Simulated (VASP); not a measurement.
# BeSi in VASP: a series of runs, part 2 of 2

VASP 6.6.1. The steps go on from the part before.

### 5 Single point, PBE (volume scaled by 1.04)

Input file INCAR:

```
SYSTEM = BeSi
  PREC = Accurate
  ENCUT = 520
  EDIFF = 1E-6
  ISMEAR = -1
  SIGMA = 0.05
  LREAL = .FALSE.
  LASPH = .TRUE.
  NELM = 60
  ALGO = Normal
  ISIF = 2
  LWAVE = .FALSE.
  LCHARG = .FALSE.
  GGA = PE
  NBANDS = 10
```

Input file KPOINTS:

```
Automatic mesh
0
G
  9 9 9
  0 0 0
```

Input file POSCAR:

```
BeSi
1.0
    3.0048544108      0.0000000000      0.0000000000
    0.0000000000      3.0048544108      0.0000000000
    0.0000000000      0.0000000000      3.0048544108
Be Si
1 1
Direct
    0.5000000000      0.5000000000      0.5000000000
    0.0000000000      0.0000000000      0.0000000000
```

Potentials or basis: VASP PAW PBE potentials, release 64 (Be, Si).

On the command line:

```bash
cat potpaw_PBE.64/Be/POTCAR potpaw_PBE.64/Si/POTCAR > POTCAR
mpirun -np 1 vasp_std > vasp.out
```

OUTCAR:

```text
SYSTEM = BeSi
   PREC = Accurate
   ENCUT = 520
   EDIFF = 1E-6
   ISMEAR = -1
   LREAL = .FALSE.
   LASPH = .TRUE.
   NELM = 60
   ISIF = 2
   GGA = PE

 ion  position               nearest neighbor table
   1  0.500  0.500  0.500-   2 2.60   2 2.60   2 2.60   2 2.60   2 2.60   2 2.60   2 2.60   2 2.60

   2  0.000  0.000  0.000-   1 2.60   1 2.60   1 2.60   1 2.60   1 2.60   1 2.60   1 2.60   1 2.60

  LATTYP: Found a simple cubic cell.
 ALAT       =     3.0048544108

  Lattice vectors:

[... 490 lines left out ...]
      5      11.0292      0.00000
      6      12.8884      0.00000
      7      15.5816      0.00000
      8      16.3128      0.00000
      9      19.3443      0.00000
     10      21.0686      0.00000

 [... further k-points ...]
[... 5 lines left out ...]
  --------------------------------------------------------------------------------------
  -------------------------------------------------------------------------------------
  Total       -1.8473934     -1.8473934     -1.8473934     -0.0000000      0.0000000     -0.0000000
  in kB     -109.0936975   -109.0936975   -109.0936975     -0.0000000      0.0000000     -0.0000000
  external PRESSURE =    -109.0936975 kB  Pullay stress =       0.0000000 kB

 VOLUME and BASIS-vectors are now :
 -----------------------------------------------------------------------------
  energy-cutoff  :      520.00
  volume of cell :       27.13
      direct lattice vectors                 reciprocal lattice vectors
     3.004854411  0.000000000  0.000000000     0.332794826  0.000000000  0.000000000
     0.000000000  3.004854411  0.000000000     0.000000000  0.332794826  0.000000000
     0.000000000  0.000000000  3.004854411     0.000000000  0.000000000  0.332794826

 POSITION                                       TOTAL-FORCE (eV/Angst)
 -----------------------------------------------------------------------------------
      1.50243      1.50243      1.50243         0.000000      0.000000      0.000000
      0.00000      0.00000      0.00000         0.000000      0.000000      0.000000
 -----------------------------------------------------------------------------------
    total drift:                               -0.000000      0.000000      0.000000

  FREE ENERGIE OF THE ION-ELECTRON SYSTEM (eV)
  ---------------------------------------------------
  free  energy   TOTEN  =        -7.9241824103 eV

  energy  without entropy=       -7.9136011414  energy(sigma->0) =       -7.91889178
```

It took 2.8 s on 1 thread of Intel Xeon 6975P-C (Granite Rapids), shared host; peak memory 0.13 GiB.

Results:

| Item | Value |
| --- | --- |
| Free energy | -7.9242 eV |
| Pressure | -10.9 GPa |
| Band gap on the k mesh | zero (band 3 reaches 11.31 eV, above the bottom of band 4 at 5.47 eV) |

### 6 Single point, PBE (volume scaled by 1.06)

Input file INCAR:

```
PREC = Accurate ; ENCUT = 520
EDIFF = 1E-6 ; ISMEAR = -1
SIGMA = 0.05 ; LREAL = F
LASPH = T ; NELM = 60
ALGO = Normal ; ISIF = 2
LWAVE = F ; LCHARG = F
GGA = PE ; NBANDS = 10
```

Input file KPOINTS:

```
Automatic mesh
0
Gamma
  9 9 9
```

Input file POSCAR:

```
BeSi
1.0
    3.0239941269      0.0000000000      0.0000000000
    0.0000000000      3.0239941269      0.0000000000
    0.0000000000      0.0000000000      3.0239941269
Be Si
1 1
Direct
    0.5000000000      0.5000000000      0.5000000000
    0.0000000000      0.0000000000      0.0000000000
```

Potentials or basis: VASP PAW PBE potentials, release 64 (Be, Si).

On the command line:

```bash
cat potpaw_PBE.64/Be/POTCAR potpaw_PBE.64/Si/POTCAR > POTCAR
mpirun -np 1 vasp_std > vasp.out
```

Wall time 2.5 s (1 thread of Intel Xeon 6975P-C (Granite Rapids), shared host); peak memory 0.13 GiB.

The run converged. Its results:

```yaml
Free_energy: -7.8873 eV
Pressure: -11.8 GPa
Band_gap_on_the_k_mesh: zero (band 3 reaches 11.05 eV, above the bottom of band 4 at 5.25 eV)
```

Levels at points of the mesh, in eV from the Fermi level:
| k point | band 1 | band 2 | band 3 | band 4 | band 5 | band 6 | band 7 | band 8 |
| --- | --- | --- | --- | --- | --- | --- | --- | --- |
| (0.00, 0.00, 0.00) | -12.16 | 1.19 | 1.19 | 1.19 | 4.64 | 4.64 | 5.63 | 12.26 |

### 7 Single point, PBE (atoms moved at random)

Input file INCAR:

```
SYSTEM = BeSi
PREC = Accurate
ENCUT = 520
EDIFF = 1E-6
ISMEAR = -1
SIGMA = 0.05
LREAL = .FALSE.
LASPH = .TRUE.
NELM = 80
ALGO = Normal
ISIF = 2
LWAVE = .FALSE.
LCHARG = .FALSE.
GGA = PE
NBANDS = 10
```

Input file KPOINTS:

```
Automatic mesh
0
G
  9 9 9
  0 0 0
```

Input file POSCAR:

```
BeSi
1.0
    2.9658259100      0.0000000000      0.0000000000
    0.0000000000      2.9658259100      0.0000000000
    0.0000000000      0.0000000000      2.9658259100
Be Si
1 1
Direct
    0.5037310000      0.4722940000      0.4951990000
    0.0102010000      0.0077240000     -0.0111290000
```

Potentials or basis: VASP PAW PBE potentials, release 64 (Be, Si).

On the command line:

```bash
cat potpaw_PBE.64/Be/POTCAR potpaw_PBE.64/Si/POTCAR > POTCAR
mpirun -np 1 vasp_std > vasp.out
```

OUTCAR:

```text
SYSTEM = BeSi
   PREC = Accurate
   ENCUT = 520
   EDIFF = 1E-6
   ISMEAR = -1
   LREAL = .FALSE.
   LASPH = .TRUE.
   NELM = 80
   ISIF = 2
   GGA = PE

 ion  position               nearest neighbor table
   1  0.504  0.472  0.495-   2 2.49   2 2.51   2 2.51   2 2.53   2 2.61   2 2.63   2 2.63   2 2.65

   2  0.010  0.008  0.989-   1 2.49   1 2.51   1 2.51   1 2.53   1 2.61   1 2.63   1 2.63   1 2.65

  LATTYP: Found a simple cubic cell.
 ALAT       =     2.9658259100

  Lattice vectors:

[... 490 lines left out ...]
      5      13.4938      0.00000
      6      15.1046      0.00000
      7      16.2855      0.00000
      8      17.6174      0.00000
      9      18.3282      0.00000
     10      19.6456      0.00000

 [... further k-points ...]
[... 5 lines left out ...]
  --------------------------------------------------------------------------------------
  -------------------------------------------------------------------------------------
  Total       -1.3542375     -1.4492350     -1.3540929      0.0176749     -0.0172878     -0.0035926
  in kB      -83.1703378    -89.0045946    -83.1614565      1.0855022     -1.0617309     -0.2206409
  external PRESSURE =     -85.1121296 kB  Pullay stress =       0.0000000 kB

 VOLUME and BASIS-vectors are now :
 -----------------------------------------------------------------------------
  energy-cutoff  :      520.00
  volume of cell :       26.09
      direct lattice vectors                 reciprocal lattice vectors
     2.965825910  0.000000000  0.000000000     0.337174207  0.000000000  0.000000000
     0.000000000  2.965825910  0.000000000     0.000000000  0.337174207  0.000000000
     0.000000000  0.000000000  2.965825910     0.000000000  0.000000000  0.337174207

 POSITION                                       TOTAL-FORCE (eV/Angst)
 -----------------------------------------------------------------------------------
      1.49398      1.40074      1.46867         0.020269      0.090700     -0.019829
      0.03025      0.02291      2.93282        -0.020269     -0.090700      0.019829
 -----------------------------------------------------------------------------------
    total drift:                               -0.000020     -0.000099      0.000020

  FREE ENERGIE OF THE ION-ELECTRON SYSTEM (eV)
  ---------------------------------------------------
  free  energy   TOTEN  =        -7.9834932692 eV

  energy  without entropy=       -7.9723667648  energy(sigma->0) =       -7.97793002
```

OSZICAR:

```text
N       E                     dE             d eps       ncg     rms          rms(c)
DAV:   1    -0.192647621372E+00   -0.19265E+00   -0.24274E+03  7316   0.461E+02
DAV:   2    -0.786251073499E+01   -0.76699E+01   -0.74026E+01 10080   0.656E+01
DAV:   3    -0.802419418569E+01   -0.16168E+00   -0.15989E+00  9458   0.690E+00
DAV:   4    -0.802476987570E+01   -0.57569E-03   -0.57553E-03  9428   0.515E-01
DAV:   5    -0.802477263175E+01   -0.27561E-05   -0.27559E-05  8988   0.300E-02    0.253E+00
DAV:   6    -0.799319349292E+01    0.31579E-01   -0.35398E-02  8610   0.678E-01    0.140E+00
DAV:   7    -0.798410416278E+01    0.90893E-02   -0.19941E-02  8638   0.546E-01    0.213E-01
DAV:   8    -0.798352173011E+01    0.58243E-03   -0.10627E-03  8484   0.178E-01    0.497E-02
DAV:   9    -0.798349359105E+01    0.28139E-04   -0.33185E-05  9088   0.380E-02    0.360E-02
DAV:  10    -0.798349326920E+01    0.32185E-06   -0.20697E-06  8180   0.686E-03
   1 F= -.79834933E+01 E0= -.79779300E+01  d E =-.111265E-01
```

Wall time 18 s (1 thread of Intel Xeon 6975P-C (Granite Rapids), shared host); peak memory 0.21 GiB.

What came out:

```
Free energy            : -7.9835 eV
Pressure               : -8.5 GPa
Largest force          : 0.095 eV/Å
Band gap on the k mesh : zero (band 3 reaches 11.81 eV, above the bottom of band 4 at 5.92 eV)
```

Forces in eV/Å, atoms in the order of the input:
```
Be   0.020  0.091 -0.020
Si  -0.020 -0.091  0.020
```

Caveat: the cell differs from its parent crystal (atoms moved at random).

### 8 The runs side by side

| cell | gap on the mesh (eV) | pressure (GPa) |
| --- | --- | --- |
| a = 2.966 Å, 2 atoms | none | -8.5 |
| a = 2.946 Å, 2 atoms | none | -7.7 |
| a = 2.985 Å, 2 atoms | none | -9.9 |
| a = 3.005 Å, 2 atoms | none | -10.9 |
| a = 3.024 Å, 2 atoms | none | -11.8 |

Some of these runs hold the atoms at other places in the same cell, which the table doesn't show; runs alike in all that it shows share one row.

Alike in all rows: task single point; level PBE; potentials or basis VASP PAW PBE potentials, release 64 (Be, Si); no spin polarisation; k mesh 9 × 9 × 9; cutoff (eV) 520; smearing fermi-dirac 0.05 eV.

Absolute energies hang on the potentials; compare differences alone.
